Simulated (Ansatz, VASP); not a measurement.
**Two plane-wave programs on KZnF3**

```
CELL_PARAMETERS angstrom
3.98467 0.00000 0.00000
0.00000 3.98467 0.00000
0.00000 0.00000 4.18390
ATOMIC_POSITIONS crystal
K 0.00000 0.00000 0.00000
Zn 0.50000 0.50000 0.50000
F 0.50000 0.50000 0.00000
F 0.00000 0.50000 0.50000
F 0.50000 0.00000 0.50000
```

Alike in both runs: task single point; functional LDA; k mesh 6 × 6 × 6; occupations gaussian, width 0.05 eV; no spin polarisation.

```csv
,VASP,Ansatz
version,VASP 6.6.1,Ansatz 0.2.0
potentials or method,"VASP PAW LDA potentials, release 64 (K_sv, Zn, F), cutoff 520 eV","scalar-relativistic, plane waves, PAW"
valence electrons in the cell,42,42
```

|  | VASP | Ansatz | Ansatz less VASP |
| --- | --- | --- | --- |
| gap on the k mesh at the Fermi level (eV) | 3.46 | 3.50 | +0.039 |
| least direct gap on the mesh (eV) | 5.35 | 5.38 | +0.022 |
| pressure (GPa) | -4.1 | -4.5 | -0.45 |
| traceless stress, the component that is largest in VASP (GPa) | -2.45 | -2.31 | +0.140 |

LDA's correlation is that of Perdew and Zunger in VASP and of Perdew and Wang (1992) in Ansatz.
